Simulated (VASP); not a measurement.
# Rh (P6_3/mmc) in VASP: a series of runs

Rh is run at these levels: LDA; tasks: single point.

Everything below comes from runs of VASP 6.6.1. Logs are shortened: lines on timing, memory, paths and dates and some standing lists are left out, and cuts for length are marked.

## (1) The cell of the first run

It takes space group P6_3/mmc (No. 194, hexagonal). Conventional cell: a = 2.670 Å, b = 2.670 Å, c = 4.299 Å, α = 90.00°, β = 90.00°, γ = 120.00°. Within 3.5 Å of Rh (site symmetry -6m2) lie 12 Rh at 2.65 to 2.67 Å.

This isn't the form of Rh at room conditions, which is fcc.

## (2) Single point, LDA, collinear spin (13.27 Å³/atom)

INCAR reads:

```
SYSTEM = Rh
ALGO     = Fast           ! electronic algorithm
EDIFF    = 1E-7           ! SCF threshold, eV
ENCUT    = 520            ! plane-wave cutoff, eV
GGA      = CA             ! functional
ISIF     = 2              ! what is computed and relaxed
ISMEAR   = 0              ! smearing method
ISPIN    = 2              ! spin polarisation
LASPH    = .True.         ! aspherical terms in the spheres
LCHARG   = .True.         ! write CHGCAR
LELF     = .True.         ! ELF
LMAXMIX  = 4              ! l up to which the mixer works
LORBIT   = 11             ! projections on sites
LREAL    = .False.        ! projectors in reciprocal space
LVHAR    = .True.       
LWAVE    = .False.        ! write WAVECAR
MAGMOM   = 0.125 0.125    ! initial moments
NBANDS   = 26             ! bands
NELM     = 150            ! most SCF steps
NUPDOWN  = 0.25           ! fixed moment
PREC     = Accurate       ! precision mode
SIGMA    = 0.15           ! smearing width, eV
```

KPOINTS reads:

```
k-points
0
Gamma
  21 21 12
  0 0 0
```

POSCAR reads:

```
Rh
1.0
    2.6702116395      0.0000000000      0.0000000000
   -1.3351058197      2.3124711133      0.0000000000
    0.0000000000      0.0000000000      4.2994247098
Rh
2
Direct
    0.6666666667      0.3333333333      0.7500000000
    0.3333333333      0.6666666667      0.2500000000
```

Potentials or basis: VASP PAW LDA potentials, release 64 (Rh_pv).

On the command line:

```
> cat potpaw_LDA.64/Rh_pv/POTCAR > POTCAR
> mpirun -np 1 vasp_std > vasp.out
```

OUTCAR:

```text
SYSTEM = Rh
   EDIFF = 1E-7
   ENCUT = 520
   GGA = CA
   ISIF = 2
   ISMEAR = 0
   ISPIN = 2
   LASPH = .True.
   LORBIT = 11
   LREAL = .False.
   NELM = 150
   NUPDOWN = 0.25
   PREC = Accurate

 ion  position               nearest neighbor table
   1  0.667  0.333  0.750-   2 2.65   2 2.65   2 2.65   2 2.65   2 2.65   2 2.65
   2  0.333  0.667  0.250-   1 2.65   1 2.65   1 2.65   1 2.65   1 2.65   1 2.65

  LATTYP: Found a hexagonal cell.
 ALAT       =     2.6702116395
 C/A-ratio  =     1.6101437977

  Lattice vectors:

 A1 = (   2.6702116395,   0.0000000000,   0.0000000000)
 A2 = (  -1.3351058197,   2.3124711133,   0.0000000000)
 A3 = (   0.0000000000,   0.0000000000,   4.2994247098)

Analysis of symmetry for initial positions (statically):
=====================================================================
 Subroutine PRICEL returns:
 Original cell was already a primitive cell.

 Routine SETGRP: Setting up the symmetry group for a
 hexagonal supercell.

 Subroutine GETGRP returns: Found 24 space group operations
 (whereof 12 operations were pure point group operations)
 out of a pool of 24 trial point group operations.

The static configuration has the point symmetry D_3d.
 The point group associated with its full space group is D_6h.

Analysis of symmetry for dynamics (positions and initial velocities):
=====================================================================
 Subroutine PRICEL returns:
 Original cell was already a primitive cell.

 Routine SETGRP: Setting up the symmetry group for a
 hexagonal supercell.

 Subroutine GETGRP returns: Found 24 space group operations
 (whereof 12 operations were pure point group operations)
 out of a pool of 24 trial point group operations.

The dynamic configuration has the point symmetry D_3d.
 The point group associated with its full space group is D_6h.

Analysis of structural, dynamic, and magnetic symmetry:
=====================================================================
 Subroutine PRICEL returns:
 Original cell was already a primitive cell.

 Routine SETGRP: Setting up the symmetry group for a
 hexagonal supercell.

 Subroutine GETGRP returns: Found 24 space group operations
 (whereof 12 operations were pure point group operations)
 out of a pool of 24 trial point group operations.

The overall configuration has the point symmetry D_3d.
 The point group associated with its full space group is D_6h.

 Subroutine INISYM returns: Found 24 space group operations
 (whereof 12 operations are pure point group operations),
 and found     1 'primitive' translations

----------------------------------------------------------------------------------------

                                     Primitive cell

  volume of cell :      26.5480

  direct lattice vectors                    reciprocal lattice vectors
     2.670211640  0.000000000  0.000000000     0.374502150  0.216218917  0.000000000
    -1.335105820  2.312471113  0.000000000     0.000000000  0.432437834  0.000000000
     0.000000000  0.000000000  4.299424710     0.000000000  0.000000000  0.232589257

  length of vectors
     2.670211640  2.670211639  4.299424710     0.432437834  0.432437834  0.232589257

  position of ions in fractional coordinates (direct lattice)
     0.666666667  0.333333333  0.750000000
     0.333333333  0.666666667  0.250000000

  ion indices of the primitive-cell ions
   primitive index   ion index
                 1           1
                 2           2

----------------------------------------------------------------------------------------

 KPOINTS: k-points

Automatic generation of k-mesh.
 Grid dimensions read from file:
 generate k-points for:   21   21   12

 Generating k-lattice:

  Cartesian coordinates                     Fractional coordinates (reciprocal lattice)
     0.017833436  0.010296139  0.000000000     0.047619048  0.000000000  0.000000000
     0.000000000  0.020592278  0.000000000     0.000000000  0.047619048  0.000000000
     0.000000000  0.000000000  0.019382438     0.000000000  0.000000000  0.083333333

  Length of vectors
     0.020592278  0.020592278  0.019382438

  Shift w.r.t. Gamma in fractional coordinates (k-lattice)
     0.000000000  0.000000000  0.000000000

 Subroutine IBZKPT returns following result:
 ===========================================

 Found    336 irreducible k-points:

 Following reciprocal coordinates:
            Coordinates               Weight
  0.000000  0.000000  0.000000      1.000000
  0.047619 -0.000000  0.000000      6.000000
  0.095238  0.000000  0.000000      6.000000
  0.142857  0.000000  0.000000      6.000000
  0.190476  0.000000  0.000000      6.000000
  0.238095  0.000000  0.000000      6.000000
[... 16 lines left out ...]
  0.142857  0.095238  0.000000     12.000000
  0.190476  0.095238  0.000000     12.000000
 [... further k-points ...]
   k-points           NKPTS =    336   k-points in BZ     NKDIM =    336   number of bands    NBANDS=     26
   number of dos      NEDOS =    301   number of ions     NIONS =      2
   total plane-waves  NPLWV =  12800
   dimension x,y,z NGX =    20 NGY =   20 NGZ =   32
   dimension x,y,z NGXF=    40 NGYF=   40 NGZF=   64
   ions per type =               2
   NGX,Y,Z   is equivalent  to a cutoff of  12.45, 12.45, 12.37 a.u.
   NGXF,Y,Z  is equivalent  to a cutoff of  24.90, 24.90, 24.75 a.u.
 SYSTEM =  Rh
   PREC   = accura    normal or accurate (medium, high low for compatibility)
   ISTART =      0    job   : 0-new  1-cont  2-samecut
   ICHARG =      2    charge: 1-file 2-atom 10-const
   ISPIN  =      2    spin polarized calculation?
   LNONCOLLINEAR =      F non collinear calculations
   LSORBIT =      F    spin-orbit coupling
   LASPH  =      T    aspherical Exc in radial PAW
   ENCUT  =  520.0 eV  38.22 Ry    6.18 a.u.   4.96  4.96  7.99*2*pi/ulx,y,z
   NELM   =    150;   NELMIN=  2; NELMDL= -5     # of ELM steps
   EDIFF  = 0.1E-06   stopping-criterion for ELM
   LREAL  =      F    real-space projection
   EDIFFG = 0.1E-05   stopping-criterion for IOM
   NSW    =      0    number of steps for IOM
   IBRION =     -1    ionic relax: 0-MD 1-quasi-New 2-CG
   NFREE  =      0    steps in history (QN), initial steepest desc. (CG)
   ISIF   =      2    stress and relaxation
   ISYM   =      2    0-nonsym 1-usesym 2-fastsym
   POTIM  = 0.5000    time-step for ionic-motion
   TEBEG  =    0.0;   TEEND  =   0.0 temperature during run
   PSTRESS=    0.0 pullay stress
   NELECT =      30.0000    total number of electrons
   NUPDOWN=       0.2500    fix difference up-down
   EMIN   =  10.00;   EMAX   =-10.00  energy-range for DOS
   EFERMI =   0.00;   METHOD = LEGACY
   ISMEAR =     0;   SIGMA  =   0.15  broadening in eV -4-tet -1-fermi 0-gaus
   EFERMI_NEDOS =   21; number of points for ismear=-14 and -15
   IALGO  =     68    algorithm
   IMIX   =      4    mixing-type and parameters
     AMIX     =   0.40;   BMIX     =  1.00
     AMIX_MAG =   1.60;   BMIX_MAG =  1.00
  volume/ion in A,a.u.               =      13.27        89.58
  Fermi-wavevector in a.u.,A,eV,Ry     =   1.705184  3.222330 39.560992  2.907651
  Thomas-Fermi vector in A             =   2.784450
   LORBIT       =     11    0 simple, 1 ext, 2 COOP (PROOUT), +10 PAW based schemes
   GGA     = CA    functional components
   LHFCALC =     F    Hartree Fock is set to
   AEXX    =    0.0000 exact exchange contribution
   IVDW    =     0    specifies the selected vdW correction
   LEPSILON=     F    determine dielectric tensor
   LRPA    =     F    only Hartree local field effects (RPA)
 spin polarized calculation
 RMM-DIIS sequential band-by-band and
 Gauss-broadening in eV      SIGMA  =   0.15
  energy-cutoff  :      520.00
  volume of cell :       26.55
 maximum number of plane-waves:       744
 NGX is ok and might be reduce to    20
   NGX =  9   NGY =  9   NGZ = 15

 number of electron      29.9999994 magnetization       0.2500000

 Free energy of the ion-electron system (eV)
  ---------------------------------------------------
  ext. energy  EPLUGINS =         0.00000000
  ---------------------------------------------------
  free energy    TOTEN  =       -17.29724330 eV

  energy without entropy =      -17.26311153  energy(sigma->0) =      -17.28017742

 E-fermi :  12.4359     XC(G=0): -14.5747

 val. band max:       12.5177861048   @ k =   0.4286   0.0952   0.1667
 cond. band min:      12.4361130100   @ k =   0.3333   0.3333   0.0000
 fundamental gap:     -0.0816730948
 Fermi energy:        12.5206176085

 spin component 1

 k-point     1 :       0.0000    0.0000    0.0000
  band No.  band energies     occupation
      1     -34.7555      1.00000
      2     -33.9985      1.00000
      3     -33.9985      1.00000
      4     -33.8855      1.00000
      5     -33.8735      1.00000
      6     -33.8735      1.00000
[... 18 lines left out ...]
     25      35.4431      0.00000
     26      36.2891      0.00000

 k-point     2 :       0.0476   -0.0000    0.0000
  band No.  band energies     occupation
      1     -34.7494      1.00000
      2     -34.0122      1.00000
      3     -34.0030      1.00000
      4     -33.8881      1.00000
      5     -33.8878      1.00000
      6     -33.8756      1.00000
[... 18 lines left out ...]
     25      34.8970      0.00000
     26      35.3288      0.00000

 k-point     3 :       0.0952    0.0000    0.0000
  band No.  band energies     occupation
      1     -34.7314      1.00000
      2     -34.0522      1.00000
      3     -34.0160      1.00000
      4     -33.9291      1.00000
      5     -33.8959      1.00000
      6     -33.8818      1.00000
[... 572 lines left out ...]
 k-point    23 :       0.1429    0.0952    0.0000
  band No.  band energies     occupation
      1     -34.6474      1.00000
      2     -34.2065      1.00000
      3     -34.1441      1.00000
      4     -34.0378      1.00000
      5     -33.9350      1.00000
      6     -33.9252      1.00000
[... 18 lines left out ...]
     25      32.8220      0.00000
     26      33.9625      0.00000

 k-point    24 :       0.1905    0.0952    0.0000
  band No.  band energies     occupation
      1     -34.6017      1.00000
      2     -34.2875      1.00000
      3     -34.2141      1.00000
      4     -34.0784      1.00000
      5     -33.9585      1.00000
      6     -33.9453      1.00000
[... 18 lines left out ...]
     25      32.9480      0.00000
     26      34.5645      0.00000

 [... further k-points ...]

 spin component 2

 k-point     1 :       0.0000    0.0000    0.0000
  band No.  band energies     occupation
      1     -34.6644      1.00000
      2     -33.9080      1.00000
      3     -33.9080      1.00000
      4     -33.7923      1.00000
      5     -33.7827      1.00000
      6     -33.7827      1.00000
[... 18 lines left out ...]
     25      35.4779      0.00000
     26      35.8118      0.00000

 k-point     2 :       0.0476   -0.0000    0.0000
  band No.  band energies     occupation
      1     -34.6583      1.00000
      2     -33.9217      1.00000
      3     -33.9125      1.00000
      4     -33.7971      1.00000
      5     -33.7948      1.00000
      6     -33.7848      1.00000
[... 18 lines left out ...]
     25      35.0912      0.00000
     26      35.3639      0.00000

 k-point     3 :       0.0952    0.0000    0.0000
  band No.  band energies     occupation
      1     -34.6402      1.00000
      2     -33.9618      1.00000
      3     -33.9255      1.00000
      4     -33.8386      1.00000
      5     -33.8026      1.00000
      6     -33.7910      1.00000
[... 572 lines left out ...]
 k-point    23 :       0.1429    0.0952    0.0000
  band No.  band energies     occupation
      1     -34.5559      1.00000
      2     -34.1165      1.00000
      3     -34.0540      1.00000
      4     -33.9474      1.00000
      5     -33.8418      1.00000
      6     -33.8346      1.00000
[... 18 lines left out ...]
     25      32.8655      0.00000
     26      33.9920      0.00000

 k-point    24 :       0.1905    0.0952    0.0000
  band No.  band energies     occupation
      1     -34.5101      1.00000
      2     -34.1977      1.00000
      3     -34.1241      1.00000
      4     -33.9881      1.00000
      5     -33.8654      1.00000
      6     -33.8547      1.00000
[... 18 lines left out ...]
     25      33.1180      0.00000
     26      34.5998      0.00000

 [... further k-points ...]
[... 5 lines left out ...]
  --------------------------------------------------------------------------------------
  -------------------------------------------------------------------------------------
  Total        0.1372792      0.1372792      0.2484306      0.0000000      0.0000000     -0.0000000
  in kB        8.2848195      8.2848195     14.9928200      0.0000000      0.0000000     -0.0000000
  external PRESSURE =      10.5208197 kB  Pullay stress =       0.0000000 kB

 VOLUME and BASIS-vectors are now :
 -----------------------------------------------------------------------------
  energy-cutoff  :      520.00
  volume of cell :       26.55
      direct lattice vectors                 reciprocal lattice vectors
     2.670211640  0.000000000  0.000000000     0.374502150  0.216218917  0.000000000
    -1.335105820  2.312471113  0.000000000     0.000000000  0.432437834  0.000000000
     0.000000000  0.000000000  4.299424710     0.000000000  0.000000000  0.232589257

 POSITION                                       TOTAL-FORCE (eV/Angst)
 -----------------------------------------------------------------------------------
      1.33511      0.77082      3.22457         0.000000     -0.000000      0.000000
     -0.00000      1.54165      1.07486        -0.000000      0.000000      0.000000
 -----------------------------------------------------------------------------------
    total drift:                               -0.000000      0.000000     -0.000000

  FREE ENERGIE OF THE ION-ELECTRON SYSTEM (eV)
  ---------------------------------------------------
  free  energy   TOTEN  =       -17.2972432957 eV

  energy  without entropy=      -17.2631115347  energy(sigma->0) =      -17.28017742

 total charge

# of ion       s       p       d       tot
------------------------------------------
    1        0.427   6.328   7.100  13.855
    2        0.427   6.328   7.100  13.855
--------------------------------------------------
tot          0.855  12.656  14.199  27.710

 magnetization (x)

# of ion       s       p       d       tot
------------------------------------------
    1        0.000   0.000   0.122   0.123
    2        0.000   0.000   0.122   0.123
--------------------------------------------------
tot          0.000   0.001   0.245   0.246
```

Run time: 2.5 min. Hardware: 1 thread of Intel Xeon 6975P-C (Granite Rapids), shared host; peak memory 0.38 GiB.

What came out:

```yaml
Free_energy: -17.2972 eV
Pressure: 1.1 GPa
Net_moment: 0.25 μB per cell
Site_moments: Rh +0.12 μB
Valence_electrons_inside_the_program's_atomic_spheres: Rh 13.86
```

Stress tensor (GPa, compression positive):
```
0.83 0.00 0.00
0.00 0.83 0.00
0.00 0.00 1.50
```

Caveat: the total moment is fixed, so each spin has its own Fermi level and the state may be an excited one.

[end of part 1 of 2]
